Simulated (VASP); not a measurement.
# MnSi (Pm-3m) in VASP: settings compared

The runs below take MnSi through single point, with PBE0, PBE.

All numbers are computed with VASP 6.6.1; they aren't measurements. Logs are shortened: lines on timing, memory, paths and dates and some standing lists are left out, and cuts for length are marked.

### Step 1. The cell of the first run

The structure is cubic, space group Pm-3m (No. 221). The conventional cell has a = 3.072 Å, b = 3.072 Å, c = 3.072 Å, α = 90.00°, β = 90.00°, γ = 90.00°. Within 3.5 Å of Mn (site symmetry m-3m) lie 8 Si at 2.66 Å and 6 Mn at 3.07 Å. Si (site symmetry m-3m) has 8 Mn at 2.66 Å and 6 Si at 3.07 Å within 3.5 Å.

### Step 2. Single point, PBE0, collinear spin, ferromagnetic start

Input file POSCAR:

```
MnSi
1.0
    3.0721807200      0.0000000000      0.0000000000
    0.0000000000      3.0721807200      0.0000000000
    0.0000000000      0.0000000000      3.0721807200
Mn Si
1 1
Direct
    0.0000000000      0.0000000000      0.0000000000
    0.5000000000      0.5000000000      0.5000000000
```

Input file INCAR.step1:

```
ALGO = Normal
EDIFF = 1E-5
ENCUT = 520
GGA = PE
ISIF = 2
ISMEAR = -1
ISPIN = 2
LASPH = True
LCHARG = False
LMAXMIX = 4
LORBIT = 11
LREAL = False
LWAVE = True
MAGMOM = 4 0
NBANDS = 20
NELM = 150
PREC = Accurate
SIGMA = 0.05
```

Input file INCAR.step2:

```
AEXX = 0.25
ALGO = Normal
EDIFF = 1E-7
ENCUT = 520
GGA = PE
ISIF = 2
ISMEAR = -1
ISPIN = 2
ISTART = 1
LASPH = True
LCHARG = False
LHFCALC = True
LMAXMIX = 4
LORBIT = 11
LREAL = False
LWAVE = False
MAGMOM = 4 0
NBANDS = 20
NELM = 150
PREC = Accurate
PRECFOCK = Normal
SIGMA = 0.05
```

Input file KPOINTS:

```
k-points
0
Gamma
  5 5 5
```

Potentials or basis: VASP PAW PBE potentials, release 64 (Mn_pv, Si).

The run is started by

```bash
> cat potpaw_PBE.64/Mn_pv/POTCAR potpaw_PBE.64/Si/POTCAR > POTCAR
> cp INCAR.step1 INCAR
> mpirun -np 1 vasp_std > vasp.out
> cp INCAR.step2 INCAR
> mpirun -np 1 vasp_std > vasp.out
```

OUTCAR:

```text
AEXX = 0.25
   EDIFF = 1E-7
   ENCUT = 520
   GGA = PE
   ISIF = 2
   ISMEAR = -1
   ISPIN = 2
   ISTART = 1
   LASPH = True
   LHFCALC = True
   LORBIT = 11
   LREAL = False
   NELM = 150
   PREC = Accurate
   PRECFOCK = Normal

 ion  position               nearest neighbor table
   1  0.000  0.000  0.000-   2 2.66   2 2.66   2 2.66   2 2.66   2 2.66   2 2.66   2 2.66   2 2.66

   2  0.500  0.500  0.500-   1 2.66   1 2.66   1 2.66   1 2.66   1 2.66   1 2.66   1 2.66   1 2.66

  LATTYP: Found a simple cubic cell.
 ALAT       =     3.0721807200

  Lattice vectors:

 A1 = (   3.0721807200,   0.0000000000,   0.0000000000)
 A2 = (   0.0000000000,   3.0721807200,   0.0000000000)
 A3 = (   0.0000000000,   0.0000000000,   3.0721807200)

Analysis of symmetry for initial positions (statically):
=====================================================================
 Subroutine PRICEL returns:
 Original cell was already a primitive cell.

 Routine SETGRP: Setting up the symmetry group for a
 simple cubic supercell.

 Subroutine GETGRP returns: Found 48 space group operations
 (whereof 48 operations were pure point group operations)
 out of a pool of 48 trial point group operations.

The static configuration has the point symmetry O_h .

Analysis of symmetry for dynamics (positions and initial velocities):
=====================================================================
 Subroutine PRICEL returns:
 Original cell was already a primitive cell.

 Routine SETGRP: Setting up the symmetry group for a
 simple cubic supercell.

 Subroutine GETGRP returns: Found 48 space group operations
 (whereof 48 operations were pure point group operations)
 out of a pool of 48 trial point group operations.

The dynamic configuration has the point symmetry O_h .

Analysis of structural, dynamic, and magnetic symmetry:
=====================================================================
 Subroutine PRICEL returns:
 Original cell was already a primitive cell.

 Routine SETGRP: Setting up the symmetry group for a
 simple cubic supercell.

 Subroutine GETGRP returns: Found 48 space group operations
 (whereof 48 operations were pure point group operations)
 out of a pool of 48 trial point group operations.

The overall configuration has the point symmetry O_h .

 Subroutine INISYM returns: Found 48 space group operations
 (whereof 48 operations are pure point group operations),
 and found     1 'primitive' translations

----------------------------------------------------------------------------------------

                                     Primitive cell

  volume of cell :      28.9961

  direct lattice vectors                    reciprocal lattice vectors
     3.072180720  0.000000000  0.000000000     0.325501685  0.000000000  0.000000000
     0.000000000  3.072180720  0.000000000     0.000000000  0.325501685  0.000000000
     0.000000000  0.000000000  3.072180720     0.000000000  0.000000000  0.325501685

  length of vectors
     3.072180720  3.072180720  3.072180720     0.325501685  0.325501685  0.325501685

  position of ions in fractional coordinates (direct lattice)
     0.000000000  0.000000000  0.000000000
     0.500000000  0.500000000  0.500000000

  ion indices of the primitive-cell ions
   primitive index   ion index
                 1           1
                 2           2

----------------------------------------------------------------------------------------

 KPOINTS: k-points

Automatic generation of k-mesh.
 Grid dimensions read from file:
 generate k-points for:    5    5    5

 Generating k-lattice:

  Cartesian coordinates                     Fractional coordinates (reciprocal lattice)
     0.065100337  0.000000000  0.000000000     0.200000000  0.000000000  0.000000000
     0.000000000  0.065100337  0.000000000     0.000000000  0.200000000  0.000000000
     0.000000000  0.000000000  0.065100337     0.000000000  0.000000000  0.200000000

  Length of vectors
     0.065100337  0.065100337  0.065100337

  Shift w.r.t. Gamma in fractional coordinates (k-lattice)
     0.000000000  0.000000000  0.000000000

 Subroutine IBZKPT returns following result:
 ===========================================

 Found     10 irreducible k-points:

 Following reciprocal coordinates:
            Coordinates               Weight
  0.000000  0.000000  0.000000      1.000000
  0.200000  0.000000  0.000000      6.000000
  0.400000  0.000000  0.000000      6.000000
  0.200000  0.200000  0.000000     12.000000
  0.400000  0.200000  0.000000     24.000000
  0.400000  0.400000  0.000000     12.000000
  0.200000  0.200000  0.200000      8.000000
  0.400000  0.200000  0.200000     24.000000
  0.400000  0.400000  0.200000     24.000000
  0.400000  0.400000  0.400000      8.000000
   k-points           NKPTS =     10   k-points in BZ     NKDIM =    125   number of bands    NBANDS=     20
   number of dos      NEDOS =    301   number of ions     NIONS =      2
   total plane-waves  NPLWV =  13824
   dimension x,y,z NGX =    24 NGY =   24 NGZ =   24
   dimension x,y,z NGXF=    48 NGYF=   48 NGZF=   48
   ions per type =               1   1
   NGX,Y,Z   is equivalent  to a cutoff of  12.99, 12.99, 12.99 a.u.
   NGXF,Y,Z  is equivalent  to a cutoff of  25.97, 25.97, 25.97 a.u.
 SYSTEM =  unknown system
   PREC   = accura    normal or accurate (medium, high low for compatibility)
   ISTART =      1    job   : 0-new  1-cont  2-samecut
   ICHARG =      0    charge: 1-file 2-atom 10-const
   ISPIN  =      2    spin polarized calculation?
   LNONCOLLINEAR =      F non collinear calculations
   LSORBIT =      F    spin-orbit coupling
   LASPH  =      T    aspherical Exc in radial PAW
   ENCUT  =  520.0 eV  38.22 Ry    6.18 a.u.   5.71  5.71  5.71*2*pi/ulx,y,z
   NELM   =    150;   NELMIN=  2; NELMDL=  0     # of ELM steps
   EDIFF  = 0.1E-06   stopping-criterion for ELM
   LREAL  =      F    real-space projection
   EDIFFG = 0.1E-05   stopping-criterion for IOM
   NSW    =      0    number of steps for IOM
   IBRION =     -1    ionic relax: 0-MD 1-quasi-New 2-CG
   NFREE  =      0    steps in history (QN), initial steepest desc. (CG)
   ISIF   =      2    stress and relaxation
   ISYM   =      3    0-nonsym 1-usesym 2-fastsym
   POTIM  = 0.5000    time-step for ionic-motion
   TEBEG  =    0.0;   TEEND  =   0.0 temperature during run
   PSTRESS=    0.0 pullay stress
   NELECT =      17.0000    total number of electrons
   NUPDOWN=      -1.0000    fix difference up-down
   EMIN   =  10.00;   EMAX   =-10.00  energy-range for DOS
   EFERMI =   0.00;   METHOD = LEGACY
   ISMEAR =    -1;   SIGMA  =   0.05  broadening in eV -4-tet -1-fermi 0-gaus
   EFERMI_NEDOS =   21; number of points for ismear=-14 and -15
   IALGO  =     38    algorithm
   IMIX   =      1    mixing-type and parameters
     AMIX     =   0.40;   BMIX     =  1.00
     AMIX_MAG =   1.60;   BMIX_MAG =  1.00
  volume/ion in A,a.u.               =      14.50        97.84
  Fermi-wavevector in a.u.,A,eV,Ry     =   1.370180  2.589265 25.543496  1.877394
  Thomas-Fermi vector in A             =   2.495989
   LORBIT       =     11    0 simple, 1 ext, 2 COOP (PROOUT), +10 PAW based schemes
   GGA     = PE    functional components
   LHFCALC =     T    Hartree Fock is set to
   PRECFOCK=normal    Normal, Fast or Accurate (Low or Medium for compatibility)
   ENCUT4O =  -1.0   cutoff for four orbital integrals eV
   NKREDX  =     1    reduce k-point grid by
   NKREDY  =     1    reduce k-point grid by
   NKREDZ  =     1    reduce k-point grid by
   AEXX    =    0.2500 exact exchange contribution
   HFSCREEN=    0.0000 screening length (either q_TF or 0.3 A-1)
   HFSCREENC=   0.0000 screening length for correlation (either q_TF or 0.3 A-1)
   ENCUTFOCK=  -1.0 apply spherical cutoff to Coloumb kernel
   IVDW    =     0    specifies the selected vdW correction
   LEPSILON=     F    determine dielectric tensor
   LRPA    =     F    only Hartree local field effects (RPA)
 spin polarized calculation
  energy-cutoff  :      520.00
  volume of cell :       29.00
 maximum number of plane-waves:       792
 NGX is ok and might be reduce to    24
  NGX = 18; NGY = 18; NGZ = 18

 number of electron      17.0000000 magnetization       3.4322077

 Free energy of the ion-electron system (eV)
  ---------------------------------------------------
  ext. energy  EPLUGINS =         0.00000000
  ---------------------------------------------------
  free energy    TOTEN  =       -20.40543829 eV

  energy without entropy =      -20.40268223  energy(sigma->0) =      -20.40406026

 E-fermi :   9.3276     XC(G=0):  -9.1635

 val. band max:        9.2077499230   @ k =   0.4000   0.2000   0.0000
 cond. band min:       9.8831133738   @ k =   0.2000   0.2000   0.0000
 fundamental gap:      0.6753634508
 Fermi energy:         9.3276452267

 spin component 1

 k-point     1 :       0.0000    0.0000    0.0000
  band No.  band energies     occupation
      1     -45.8281      1.00000
      2     -45.8281      1.00000
      3     -45.8281      1.00000
      4      -4.9003      1.00000
      5       3.0003      1.00000
      6       3.0003      1.00000
[... 12 lines left out ...]
     19      29.8008      0.00000
[... 190 lines left out ...]
      3     -45.8607      1.00000
      4       0.9058      1.00000
      5       2.1692      1.00000
      6       2.1692      1.00000
[... 12 lines left out ...]
     19      33.9890      0.00000
     20      34.5661      0.00000
 Fermi energy:         9.3276452267

 spin component 2

 k-point     1 :       0.0000    0.0000    0.0000
  band No.  band energies     occupation
      1     -40.3345      1.00000
      2     -40.3345      1.00000
      3     -40.3345      1.00000
      4      -5.0788      1.00000
      5       7.6444      1.00000
      6       7.6444      1.00000
[... 12 lines left out ...]
     19      30.4913      0.00000
[... 191 lines left out ...]
      4       1.6440      1.00000
      5       4.4530      1.00000
      6       4.4530      1.00000
[... 12 lines left out ...]
     19      34.3153      0.00000
     20      34.5998      0.00000

------------------------ aborting loop because EDIFF is reached ----------------------------------------

  FORCE on cell =-STRESS in cart. coord.  units (eV):
  Direction    XX          YY          ZZ          XY          YZ          ZX
  --------------------------------------------------------------------------------------
  -------------------------------------------------------------------------------------
  Total       -0.4784493     -0.4784493     -0.4784493      0.0000000     -0.0000000      0.0000000
  in kB      -26.4366383    -26.4366383    -26.4366383      0.0000000     -0.0000000      0.0000000
  external PRESSURE =     -26.4366383 kB  Pullay stress =       0.0000000 kB

 VOLUME and BASIS-vectors are now :
 -----------------------------------------------------------------------------
  energy-cutoff  :      520.00
  volume of cell :       29.00
      direct lattice vectors                 reciprocal lattice vectors
     3.072180720  0.000000000  0.000000000     0.325501685  0.000000000  0.000000000
     0.000000000  3.072180720  0.000000000     0.000000000  0.325501685  0.000000000
     0.000000000  0.000000000  3.072180720     0.000000000  0.000000000  0.325501685

 POSITION                                       TOTAL-FORCE (eV/Angst)
 -----------------------------------------------------------------------------------
      0.00000      0.00000      0.00000         0.000000      0.000000      0.000000
      1.53609      1.53609      1.53609         0.000000      0.000000      0.000000
 -----------------------------------------------------------------------------------
    total drift:                               -0.000000     -0.000000     -0.000000

  FREE ENERGIE OF THE ION-ELECTRON SYSTEM (eV)
  ---------------------------------------------------
  free  energy   TOTEN  =       -20.4054382890 eV

  energy  without entropy=      -20.4026822273  energy(sigma->0) =      -20.40406026

 total charge

# of ion       s       p       d       tot
------------------------------------------
    1        0.299   6.238   5.040  11.576
    2        0.837   0.775   0.000   1.611
--------------------------------------------------
tot          1.135   7.012   5.040  13.188

 magnetization (x)

# of ion       s       p       d       tot
------------------------------------------
    1       -0.002   0.014   3.684   3.697
    2        0.003  -0.117   0.000  -0.114
--------------------------------------------------
tot          0.001  -0.103   3.684   3.583
```

Run time: 35 min. Hardware: 1 thread of Intel Xeon Platinum 8259CL at 2.50GHz (Skylake/Cascade Lake), shared host; peak memory 0.16 GiB.

Results:

| Property | Result |
| --- | --- |
| Free energy | -20.4054 eV |
| Pressure | -2.6 GPa |
| Net moment | 3.43 μB per cell |
| Site moments | Mn +3.70; Si -0.11 μB |
| Valence electrons inside the program's atomic spheres | Mn 11.58; Si 1.61 |

Levels at points of the mesh, in eV from the Fermi level:
Spin up:
| k point | band 6 | band 7 | band 8 | band 9 | band 10 | band 11 | band 12 | band 13 | band 14 | band 15 |
| --- | --- | --- | --- | --- | --- | --- | --- | --- | --- | --- |
| (0.00, 0.00, 0.00) | -6.33 | -4.54 | -4.54 | -4.54 | 2.60 | 2.60 | 2.60 | 7.47 | 7.47 | 8.82 |
Spin down:
```tsv
k point	band 4	band 5	band 6	band 7	band 8	band 9	band 10	band 11
(0.00, 0.00, 0.00)	-14.41	-1.68	-1.68	2.49	2.49	2.49	3.46	3.46
```

Caveat: the k points lie up to 0.41 Å⁻¹ apart; the PAW data sets were made with another functional, which shifts forces and pressure a little.

### Step 3. Single point, PBE, collinear spin, ferromagnetic start (13.63 Å³/atom)

This run uses another cell than the first one, of 13.63 Å³/atom.

Input file INCAR:

```
ALGO = Normal ; EDIFF = 1E-7
ENCUT = 520 ; GGA = PE
ISIF = 2 ; ISMEAR = -1
ISPIN = 2 ; LASPH = T
LCHARG = F ; LMAXMIX = 4
LORBIT = 11 ; LREAL = F
LWAVE = F ; MAGMOM = 4 0
NBANDS = 20 ; NELM = 150
PREC = Accurate ; SIGMA = 0.05
```

Input file KPOINTS:

```
k-points
0
Gamma
  9 9 9
```

Input file POSCAR:

```
MnSi
1.0
    3.0094655568      0.0000000000      0.0000000000
    0.0000000000      3.0094655568      0.0000000000
    0.0000000000      0.0000000000      3.0094655568
Mn Si
1 1
Direct
    0.0000000000      0.0000000000      0.0000000000
    0.5000000000      0.5000000000      0.5000000000
```

Potentials or basis: VASP PAW PBE potentials, release 64 (Mn_pv, Si).

The run is started by

```bash
> cat potpaw_PBE.64/Mn_pv/POTCAR potpaw_PBE.64/Si/POTCAR > POTCAR
> mpirun -np 1 vasp_std > vasp.out
```

OUTCAR:

```text
EDIFF = 1E-7
   ENCUT = 520
   GGA = PE
   ISIF = 2
   ISMEAR = -1
   ISPIN = 2
   LASPH = T
   LORBIT = 11
   LREAL = F
   NELM = 150
   PREC = Accurate

 ion  position               nearest neighbor table
   1  0.000  0.000  0.000-   2 2.61   2 2.61   2 2.61   2 2.61   2 2.61   2 2.61   2 2.61   2 2.61

   2  0.500  0.500  0.500-   1 2.61   1 2.61   1 2.61   1 2.61   1 2.61   1 2.61   1 2.61   1 2.61

  LATTYP: Found a simple cubic cell.
 ALAT       =     3.0094655568

  Lattice vectors:

 A1 = (   3.0094655568,   0.0000000000,   0.0000000000)
 A2 = (   0.0000000000,   3.0094655568,   0.0000000000)
 A3 = (   0.0000000000,   0.0000000000,   3.0094655568)

Analysis of symmetry for initial positions (statically):
=====================================================================
 Subroutine PRICEL returns:
 Original cell was already a primitive cell.

 Routine SETGRP: Setting up the symmetry group for a
 simple cubic supercell.

 Subroutine GETGRP returns: Found 48 space group operations
 (whereof 48 operations were pure point group operations)
 out of a pool of 48 trial point group operations.
[... 743 lines left out ...]
  band No.  band energies     occupation
      1     -37.9890      1.00000
      2     -37.9890      1.00000
      3     -37.9890      1.00000
      4      -2.7187      1.00000
      5       7.1904      1.00000
      6       7.1904      1.00000
[... 541 lines left out ...]
     19      27.7565      0.00000
     20      28.1576      0.00000

 [... further k-points ...]
[... 5 lines left out ...]
  --------------------------------------------------------------------------------------
  -------------------------------------------------------------------------------------
  Total       -4.7237605     -4.7237605     -4.7237605     -0.0000000     -0.0000000     -0.0000000
  in kB     -277.6708694   -277.6708694   -277.6708694     -0.0000000     -0.0000000     -0.0000000
  external PRESSURE =    -277.6708694 kB  Pullay stress =       0.0000000 kB

 VOLUME and BASIS-vectors are now :
 -----------------------------------------------------------------------------
  energy-cutoff  :      520.00
  volume of cell :       27.26
      direct lattice vectors                 reciprocal lattice vectors
     3.009465557  0.000000000  0.000000000     0.332284913  0.000000000  0.000000000
     0.000000000  3.009465557  0.000000000     0.000000000  0.332284913  0.000000000
     0.000000000  0.000000000  3.009465557     0.000000000  0.000000000  0.332284913

 POSITION                                       TOTAL-FORCE (eV/Angst)
 -----------------------------------------------------------------------------------
      0.00000      0.00000      0.00000         0.000000      0.000000      0.000000
      1.50473      1.50473      1.50473         0.000000      0.000000      0.000000
 -----------------------------------------------------------------------------------
    total drift:                                0.000000      0.000000      0.000000

  FREE ENERGIE OF THE ION-ELECTRON SYSTEM (eV)
  ---------------------------------------------------
  free  energy   TOTEN  =       -14.5380418028 eV

  energy  without entropy=      -14.5206280258  energy(sigma->0) =      -14.52933491

 total charge

# of ion       s       p       d       tot
------------------------------------------
    1        0.276   6.244   5.189  11.709
    2        0.740   0.779   0.000   1.519
--------------------------------------------------
tot          1.016   7.023   5.189  13.227

 magnetization (x)

# of ion       s       p       d       tot
------------------------------------------
    1       -0.001   0.008   0.979   0.985
    2       -0.021  -0.054   0.000  -0.075
--------------------------------------------------
tot         -0.023  -0.047   0.979   0.909
```

stdout:

```text
POSCAR found type information on POSCAR MnSi
 POSCAR found :  2 types and       2 ions
 scaLAPACK will be used
 LDA part: xc-table for (Slater+PW92), standard interpolation
 POSCAR, INCAR and KPOINTS ok, starting setup
 FFT: planning ... GRIDC
 FFT: planning ... GRID_SOFT
 FFT: planning ... GRID
 WAVECAR not read
 entering main loop
```

Wall time 42 s (1 thread of Intel Xeon 8259CL, shared host); peak memory 0.16 GiB.

What came out:

- Free energy: -14.5380 eV
- Pressure: -27.8 GPa
- Net moment: 0.88 μB per cell
- Site moments: Mn +0.98; Si -0.07 μB
- Valence electrons inside the program's atomic spheres: Mn 11.71; Si 1.52

Levels at points of the mesh, in eV from the Fermi level:
Spin up:
| k point | band 5 | band 6 | band 7 | band 8 | band 9 | band 10 | band 11 | band 12 | band 13 | band 14 |
| --- | --- | --- | --- | --- | --- | --- | --- | --- | --- | --- |
| (0.00, 0.00, 0.00) | -2.37 | -2.37 | -0.45 | -0.45 | -0.45 | 2.87 | 2.87 | 2.87 | 7.90 | 7.90 |
Spin down:
| k point | band 4 | band 5 | band 6 | band 7 | band 8 | band 9 | band 10 | band 11 | band 12 | band 13 |
| --- | --- | --- | --- | --- | --- | --- | --- | --- | --- | --- |
| (0.00, 0.00, 0.00) | -11.86 | -1.95 | -1.95 | 0.69 | 0.69 | 0.69 | 2.82 | 2.82 | 2.82 | 7.96 |

Caveat: the cell stands under tension.
